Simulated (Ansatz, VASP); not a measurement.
# One calculation of SiNi, two programs

File INCAR:

```
PREC = Accurate
ENCUT = 520
EDIFF = 1E-6
ISMEAR = 0
SIGMA = 0.15
LREAL = F
LASPH = T
NELM = 60
ALGO = Normal
ISIF = 2
LWAVE = F
LCHARG = F
GGA = PS
NBANDS = 38
```

The input KPOINTS:

```
Automatic mesh
0
Gamma
  8 12 8
```

POSCAR

```
SiNi
1.0
    4.9351934525      0.0000000000      0.0000000000
    0.0000000000      3.2570383932      0.0000000000
    0.0000000000      0.0000000000      5.3619951941
Si Ni
4 4
Direct
    0.3214276689      0.7500000000      0.0865554891
    0.1785723311      0.2500000000      0.5865554891
    0.8214276689      0.7500000000      0.4134445109
    0.6785723311      0.2500000000      0.9134445109
    0.0093007299      0.2500000000      0.1873863599
    0.4906992701      0.7500000000      0.6873863599
    0.5093007299      0.2500000000      0.3126136401
    0.9906992701      0.7500000000      0.8126136401
```

Input for Ansatz:

```yaml
crystal:
  lattice:
    - [4.9351934525, 0.0, 0.0]
    - [0.0, 3.2570383932, 0.0]
    - [0.0, 0.0, 5.3619951941]
  atoms:
    - { symbol: Si, position: [0.3214276689, 0.75, 0.0865554891] }
    - { symbol: Si, position: [0.1785723311, 0.25, 0.5865554891] }
    - { symbol: Si, position: [0.8214276689, 0.75, 0.4134445109] }
    - { symbol: Si, position: [0.6785723311, 0.25, 0.9134445109] }
    - { symbol: Ni, position: [0.0093007299, 0.25, 0.1873863599] }
    - { symbol: Ni, position: [0.4906992701, 0.75, 0.6873863599] }
    - { symbol: Ni, position: [0.5093007299, 0.25, 0.3126136401] }
    - { symbol: Ni, position: [0.9906992701, 0.75, 0.8126136401] }
basis:
  ecutwfc: 420
kpoints:
  mp_grid: { grid: [8, 12, 8] }
hamiltonian:
  xc: pbesol
scf:
  occupations: { method: gaussian, width: 0.15 }
output:
  forces: true
  stress: true
  eigenvalues: true
```

Change from the starting cell: strain -0.030 along x and y, -0.030 along z, atoms carried along.

Alike in both runs: task single point; functional PBEsol; k mesh 8 × 12 × 8; occupations gaussian, width 0.15 eV; no spin polarisation.

|  | VASP | Ansatz |
| --- | --- | --- |
| version | VASP 6.6.1 | Ansatz 0.2.0 |
| potentials or method | VASP PAW PBE potentials, release 64 (Si, Ni), cutoff 520 eV | scalar-relativistic, plane waves, PAW |
| valence electrons in the cell | 56 | 88 |

```tsv
	VASP	Ansatz	Ansatz less VASP
gap on the k mesh at the Fermi level (eV)	none	none	-
pressure (GPa)	21.9	21.9	+0.02
traceless stress, the component that is largest in VASP (GPa)	0.67	0.64	-0.037
rms of the force components (eV/Å)	0.143	0.139	-0.0034
```

VASP's potentials were made for PBE, not for PBEsol. Atom by atom the forces differ by 0.007 eV/Å (rms over components). A gap of «none» marks a metal or a gap that the smearing closes. With one functional, cell and mesh, what is left measures potentials, basis and numerics. VASP's potentials hold 56 valence electrons a cell and Ansatz's 88, so a difference there can come from the potentials and not from the codes.
